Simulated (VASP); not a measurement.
Set up this calculation in VASP 6.6.1, as the native input.

```yaml
Task: single point
Functional: r2SCAN
Potentials_or_basis: VASP PAW PBE potentials, release 64 (N)
Cutoff: 520 eV
k_mesh: 6 × 6 × 4
Occupations: gaussian, width 0.02 eV
Spin: no spin polarisation
Dipole_correction: no
Further_INCAR_settings: ALGO = Normal; EDIFF = 1e-06; NBANDS = 18
```

Crystal: N.

```
CELL_PARAMETERS angstrom
4.16594 0.00000 0.00000
0.00000 4.16594 0.00000
0.00000 0.00000 5.40774
ATOMIC_POSITIONS crystal
N 0.90724 0.90724 0.00000
N 0.59276 0.40724 0.50000
N 0.09276 0.09276 0.00000
N 0.40724 0.59276 0.50000
```

These files were run (other wordings do the same):

POSCAR

```
N
1.0
    4.1659439138      0.0000000000      0.0000000000
    0.0000000000      4.1659439138      0.0000000000
    0.0000000000      0.0000000000      5.4077425758
N
4
Direct
    0.9072354121      0.9072354121      0.0000000000
    0.5927645879      0.4072354121      0.5000000000
    0.0927645879      0.0927645879      0.0000000000
    0.4072354121      0.5927645879      0.5000000000
```

INCAR.step1

```
PREC = Accurate
ENCUT = 520
ISMEAR = 0
SIGMA = 0.02
LREAL = F
LASPH = T
NELM = 80
NBANDS = 18
GGA = PE
ALGO = Normal
EDIFF = 1E-4
LWAVE = T
LCHARG = F
```

INCAR.step2

```
PREC = Accurate
ENCUT = 520
EDIFF = 1E-6
ISMEAR = 0
SIGMA = 0.02
LREAL = F
LASPH = T
NELM = 80
ALGO = Normal
ISIF = 2
LWAVE = F
LCHARG = F
METAGGA = R2SCAN
LMIXTAU = T
NBANDS = 18
ISTART = 1
```

KPOINTS

```
regular mesh
0
Gamma
  6 6 4
```

Potentials or basis: VASP PAW PBE potentials, release 64 (N).

Command:

```sh
$ cat potpaw_PBE.64/N/POTCAR > POTCAR
$ cp INCAR.step1 INCAR
$ mpirun -np 1 vasp_std > vasp.out
$ cp INCAR.step2 INCAR
$ mpirun -np 1 vasp_std > vasp.out
```

It gave:

```json
{
 "Pressure": "2.5 GPa",
 "Largest force": "2.321 eV/Å",
 "Band gap on the k mesh": "7.83 eV (least direct gap 7.98 eV)"
}
```

Caveat: the standard files for N, O and F lose accuracy on very short bonds; the PAW data sets were made with another functional, which shifts forces and pressure a little.

It took 54 s on 1 thread of Intel(R) Xeon(R) 6975P-C (Granite Rapids), with other jobs on the host, peak memory 0.21 GiB.
